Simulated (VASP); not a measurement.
Re:

```
CELL_PARAMETERS angstrom
2.76080 0.00000 0.00000
-1.38040 2.39092 0.00000
0.00000 0.00000 4.45820
ATOMIC_POSITIONS crystal
Re 0.66667 0.33333 0.75000
Re 0.33333 0.66667 0.25000
```

Base run:

| Quantity | Value |
| --- | --- |
| Program | VASP 6.6.1 |
| Functional | PBE |
| Potentials or basis | VASP PAW PBE potentials, release 64 (Re) |
| Cutoff | 520 eV |
| k mesh | 8 × 8 × 5 |
| Occupations | fermi-dirac, width 0.05 eV |
| Spin | non-collinear spin, zero start, spin-orbit coupling |
| Starting moments | [[0.0, 0.0, 0.0], [0.0, 0.0, 0.0]] μB |

Its results: pressure 6.3 GPa; net moment 0.00 μB per cell.

The run is repeated on the same cell with these changes: functional from PBE to LDA; potentials or basis from VASP PAW PBE potentials, release 64 (Re) to VASP PAW LDA potentials, release 64 (Re). What comes out?

Pressure -8.2 GPa; net moment 0.00 μB per cell.

Caveats: the cell stands under pressure (at least some runs); the cell stands under tension (at least some runs).
